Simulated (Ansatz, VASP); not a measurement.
**One calculation of Ni, two programs**

File POSCAR:

```
Ni
1.0
    2.5331629294      0.0000000000      0.0000000000
   -1.2665814647      2.1937834488      0.0000000000
    0.0000000000      0.0000000000      4.2468043157
Ni
2
Direct
    0.3333333333      0.6666666667      0.2500000000
    0.6666666667      0.3333333333      0.7500000000
```

File INCAR.step1:

```
SYSTEM = Ni
ALGO = Normal
EDIFF = 1E-4
ENCUT = 520
GGA = PE
ISMEAR = -1
ISPIN = 2
LASPH = .True.
LCHARG = .False.
LMAXMIX = 4
LREAL = .False.
LWAVE = .True.
MAGMOM = 0.762 0.762
NBANDS = 21
NELM = 150
PREC = Accurate
SIGMA = 0.05
```

File INCAR.step2:

```
SYSTEM = Ni
ALGO = Normal
EDIFF = 1E-6
ENCUT = 520
ISIF = 2
ISMEAR = -1
ISPIN = 2
ISTART = 1
LASPH = .True.
LCHARG = .False.
LMAXMIX = 4
LMIXTAU = .True.
LORBIT = 11
LREAL = .False.
LWAVE = .False.
MAGMOM = 0.762 0.762
METAGGA = R2SCAN
NBANDS = 21
NELM = 150
PREC = Accurate
SIGMA = 0.05
```

The input KPOINTS:

```
k-points
0
Gamma
  17 17 9
  0 0 0
```

Input for Ansatz:

```yaml
crystal:
  lattice:
    - [2.5331629294, 0.0, 0.0]
    - [-1.2665814647, 2.1937834488, 0.0]
    - [0.0, 0.0, 4.2468043157]
  atoms:
    - { symbol: Ni, position: [0.3333333333, 0.6666666667, 0.25], spin: 0.762 }
    - { symbol: Ni, position: [0.6666666667, 0.3333333333, 0.75], spin: 0.762 }
hamiltonian:
  xc: r2scan
  pseudopotentials:
    kind: paw
    azcp:
      Ni: "pseudopotentials/Ni.paw.azcp"
basis:
  ecutwfc: 500
  fft_grid_basis: typed
kpoints:
  mp_grid: { grid: [17, 17, 9], shift: [0, 0, 0] }
magnetization:
  spin_polarized: true
scf:
  occupations: { method: fermi_dirac, width: 0.05 }
  lower_state_search: "off"
output:
  stress: true
  write_density: true
  write_potential: true
  elf: true
  volumetric_format: npy
```

Alike in both runs: task single point; functional r2SCAN; k mesh 17 × 17 × 9; occupations fermi-dirac, width 0.05 eV; collinear spin.

|  | VASP | Ansatz |
| --- | --- | --- |
| version | VASP 6.6.1 | Ansatz 0.2.0 |
| potentials or method | VASP PAW PBE potentials, release 64 (Ni), cutoff 520 eV | plane waves (500 eV) with PAW, scalar-relativistic |
| valence electrons in the cell | 20 | 36 |

```tsv
	VASP	Ansatz	Ansatz less VASP
pressure (GPa)	-18.1	-18.3	-0.24
traceless stress, the component that is largest in VASP (GPa)	0.10	0.17	+0.066
net moment per atom (μB)	0.72	0.74	+0.028
size of the moment on the site where the two differ most (μB)	0.75	0.82	+0.067
```

VASP's potentials were made for PBE, not for r2SCAN. Site moments also hang on the region over which each program counts them. The functional is the same, so the differences come from potentials, cutoffs and numerics. VASP's potentials hold 20 valence electrons a cell and Ansatz's 36, so a difference there can come from the potentials and not from the codes. Ansatz's warnings: stability check not made.
